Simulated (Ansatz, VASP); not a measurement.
One calculation of CaCdF4, two programs

```
Ca F Cd
1.0
     3.82867    0.00000    0.00000
     0.00000    3.82867    0.00000
     0.00000    0.00000    5.41486
Ca F Cd
1 4 1
Direct
  0.00000 0.00000 0.00000
  0.00000 0.50000 0.74923
  0.00000 0.50000 0.25077
  0.50000 0.00000 0.25077
  0.50000 0.00000 0.74923
  0.50000 0.50000 0.50000
```

Alike in both runs: task single point; functional PBE; k mesh 6 × 6 × 6; occupations fermi-dirac, width 0.02 eV; no spin polarisation.

|  | VASP | Ansatz |
| --- | --- | --- |
| version | VASP 6.6.1 | Ansatz 0.2.0 |
| potentials or method | VASP PAW PBE potentials, release 64 (Ca_sv, F, Cd) | plane waves, PAW |
| plane-wave cutoff (eV) | 520 | 420 |
| valence electrons in the cell | 50 | 58 |

```tsv
	VASP	Ansatz	Ansatz less VASP
gap on the k mesh at the Fermi level (eV)	4.26	4.29	+0.027
pressure (GPa)	4.9	4.4	-0.53
rms of the force components (eV/Å)	0.049	0.042	-0.0071
```

With one functional, cell and mesh, what is left measures potentials, basis and numerics. VASP's potentials hold 50 valence electrons a cell and Ansatz's 58, so a difference there can come from the potentials and not from the codes.
